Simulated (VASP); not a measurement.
Crystal: BaS.

```xyz
2
Lattice="3.7241 0.0000 0.0000 0.0000 3.7241 0.0000 0.0000 0.0000 3.8604" Properties=species:S:1:pos:R:3 pbc="T T T"
Ba    0.0000    0.0000    0.0000
S     1.8621    1.8621    1.9302
```

This cell differs from its parent crystal: epitaxial xy strain -2.9%.

Base run:

| Property | Result |
| --- | --- |
| Program | VASP 6.6.1 |
| Functional | r2SCAN |
| Potentials or basis | VASP PAW PBE potentials, release 64 (Ba_sv, S) |
| Cutoff | 520 eV |
| k mesh | 6 × 6 × 6 |
| Occupations | gaussian, width 0.01 eV |
| Spin | no spin polarisation |

Its results: band gap on the k mesh 1.59 eV, indirect (least direct gap 1.67 eV); pressure 4.0 GPa.

Question: The run is repeated on the same cell with these changes: functional from r2SCAN to HSE06; k mesh from 6 × 6 × 6 to 4 × 4 × 4. What comes out?

Answer: Band gap on the k mesh 2.11 eV, indirect (least direct gap 2.21 eV); pressure 3.3 GPa.

Several settings changed at once, so the effect can't be laid on one alone.

Caveats: some runs use coarse meshes; the PAW data sets were made with another functional, which shifts forces and pressure a little; spin-orbit coupling is left out, which moves the levels of the heavy elements.

A k mesh can miss the band edges.
